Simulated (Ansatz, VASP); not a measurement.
**AlSn in VASP and in Ansatz**

The input INCAR:

```
  ALGO = Normal
  EDIFF = 1E-6
  ENCUT = 520
  GGA = PE
  ISIF = 2
  ISMEAR = 0
  LASPH = T
  LCHARG = F
  LREAL = F
  LWAVE = F
  NBANDS = 16
  NELM = 80
  PREC = Accurate
  SIGMA = 0.013000000000000001
```

File KPOINTS:

```
k-points
0
Gamma
  7 7 8
```

POSCAR

```
AlSn
1.0
    4.1981056157      0.0000000000      0.0000000000
   -2.0990528078      3.6356661109      0.0000000000
    0.0000000000      0.0000000000      3.3068470000
Sn Al
1 1
Direct
    0.3333333333      0.6666666667      0.5000000000
    0.0000000000      0.0000000000      0.0000000000
```

The input input.yaml:

```yaml
crystal:
  lattice:
    - [4.1981056157, 0.0, 0.0]
    - [-2.0990528078, 3.6356661109, 0.0]
    - [0.0, 0.0, 3.306847]
  atoms:
    - { symbol: Sn, position: [0.3333333333, 0.6666666667, 0.5] }
    - { symbol: Al, position: [0.0, 0.0, 0.0] }
hamiltonian:
  xc: pbe
  pseudopotentials: { kind: paw }
kpoints:
  mp_grid: { grid: [7, 7, 8] }
scf:
  occupations: { method: gaussian, width: 0.013 }
output:
  forces: true
  stress: true
  eigenvalues: true
  write_density: true
  write_potential: true
  elf: true
  volumetric_format: npy
```

Alike in both runs: task single point; functional PBE; k mesh 7 × 7 × 8; occupations gaussian, width 0.013 eV; no spin polarisation.

```csv
,VASP,Ansatz
version,VASP 6.6.1,Ansatz 0.2.0
potentials or method,"VASP PAW PBE potentials, release 64 (Sn_d, Al)",Ansatz PAW
plane-wave cutoff (eV),520,420
valence electrons in the cell,17,17
```

Ansatz gave:

* gap on the k mesh at the Fermi level (eV): none
* pressure (GPa): 0.3
* traceless stress, the component that is largest in VASP (GPa): 0.54

Task: What did VASP give for the same quantities?

Result: gap on the k mesh at the Fermi level (eV): none; pressure (GPa): 0.2; traceless stress, the component that is largest in VASP (GPa): 0.54.

A gap of «none» marks a metal or a gap that the smearing closes.
